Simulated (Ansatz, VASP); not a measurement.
Two plane-wave programs on Ir

The input INCAR:

```
SYSTEM = Ir
PREC = Accurate
ENCUT = 520
EDIFF = 1E-6
ISMEAR = 0
SIGMA = 0.15
LREAL = .False.
LASPH = .True.
NELM = 80
ALGO = Fast
ISIF = 2
LWAVE = .False.
LCHARG = .True.
GGA = PE
LELF = .True.
LVHAR = .True.
NBANDS = 10
```

Contents of KPOINTS:

```
regular mesh
0
Gamma
  22 22 22
  0 0 0
```

File POSCAR:

```
Ir
1.0
    0.0047992500      1.9197000000      1.9197000000
    1.9197000000      0.0047992500      1.9197000000
    1.9244992500      1.9244992500      0.0000000000
Ir
1
Direct
    0.0000000000      0.0000000000      0.0000000000
```

Input for Ansatz:

```yaml
crystal:
  lattice:
    - [0.00479925, 1.9197, 1.9197]
    - [1.9197, 0.00479925, 1.9197]
    - [1.92449925, 1.92449925, 0.0]
  atoms:
    - { symbol: Ir, position: [0.0, 0.0, 0.0] }
basis:
  ecutwfc: 420
kpoints:
  mp_grid: { grid: [22, 22, 22] }
hamiltonian:
  xc: pbe
scf:
  occupations: { method: gaussian, width: 0.15 }
output:
  forces: true
  stress: true
  eigenvalues: true
```

Change from the starting cell: strain +0.0050 x Voigt [0, 0, 0, 0, 0, 1], atoms carried along.

Alike in both runs: task single point; functional PBE; k mesh 22 × 22 × 22; occupations gaussian, width 0.15 eV; no spin polarisation.

```csv
,VASP,Ansatz
version,VASP 6.6.1,Ansatz 0.2.0
potentials or method,"VASP PAW PBE potentials, release 64 (Ir), cutoff 520 eV","scalar-relativistic, plane waves, PAW"
valence electrons in the cell,9,17
```

Ansatz gave:

| Item | Value |
| --- | --- |
| gap on the k mesh at the Fermi level (eV) | none |
| pressure (GPa) | 9.1 |
| traceless stress, the component that is largest in VASP (GPa) | -1.40 |

Q: Estimate VASP's values.

A: gap on the k mesh at the Fermi level (eV): none; pressure (GPa): 9.6; traceless stress, the component that is largest in VASP (GPa): -1.40.

A gap of «none» marks a metal or a gap that the smearing closes. VASP's potentials hold 9 valence electrons a cell and Ansatz's 17, so a difference there can come from the potentials and not from the codes.

Spin-orbit coupling is off throughout.
